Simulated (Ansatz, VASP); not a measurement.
Two plane-wave programs on ZnO

Contents of INCAR:

```
SYSTEM = ZnO
PREC = Accurate
ENCUT = 600
EDIFF = 1E-6
ISMEAR = 0
SIGMA = 0.01
LREAL = .FALSE.
LASPH = .TRUE.
NELM = 120
ALGO = Normal
ISIF = 2
LWAVE = .FALSE.
LCHARG = .FALSE.
GGA = PE
NBANDS = 26
GGA_COMPAT = .FALSE.
```

The input KPOINTS:

```
Automatic mesh
0
G
  9 9 4
  0 0 0
```

File POSCAR:

```
ZnO
1.0
    3.3438459401      0.0000000000      0.0000000000
   -1.6719229700      2.8958555304      0.0000000000
    0.0000000000      0.0000000000      5.3969767678
Zn O
2 2
Direct
    0.3333333333      0.6666666667      0.4999596405
    0.6666666667      0.3333333333     -0.0000403595
    0.6666666667      0.3333333333      0.3790503595
    0.3333333333      0.6666666667      0.8790503595
```

Input for Ansatz:

```yaml
crystal:
  lattice:
    - [3.3438459401, 0.0, 0.0]
    - [-1.67192297, 2.8958555304, 0.0]
    - [0.0, 0.0, 5.3969767678]
  atoms:
    - { symbol: Zn, position: [0.3333333333, 0.6666666667, 0.4999596405] }
    - { symbol: Zn, position: [0.6666666667, 0.3333333333, -4.03595e-05] }
    - { symbol: O, position: [0.6666666667, 0.3333333333, 0.3790503595] }
    - { symbol: O, position: [0.3333333333, 0.6666666667, 0.8790503595] }
kpoints:
  mp_grid: { grid: [9, 9, 4] }
hamiltonian:
  xc: pbe
scf:
  occupations: { method: fixed }
  n_extra_bands: 5
output:
  forces: true
  stress: true
  eigenvalues: true
```

Alike in both runs: task single point; functional PBE; k mesh 9 × 9 × 4; no spin polarisation.

```csv
,VASP,Ansatz
version,VASP 6.6.1,Ansatz 0.2.0
potentials or method,"VASP PAW PBE potentials, release 64 (Zn, O)","plane waves, PAW"
plane-wave cutoff (eV),600,420
occupations,"gaussian, width 0.01 eV",fixed
valence electrons in the cell,36,36
```

|  | VASP | Ansatz | Ansatz less VASP |
| --- | --- | --- | --- |
| gap on the k mesh at the Fermi level (eV) | 0.64 | 0.66 | +0.016 |
| pressure (GPa) | -6.1 | -6.6 | -0.55 |
| traceless stress, the component that is largest in VASP (GPa) | 0.04 | 0.05 | +0.011 |
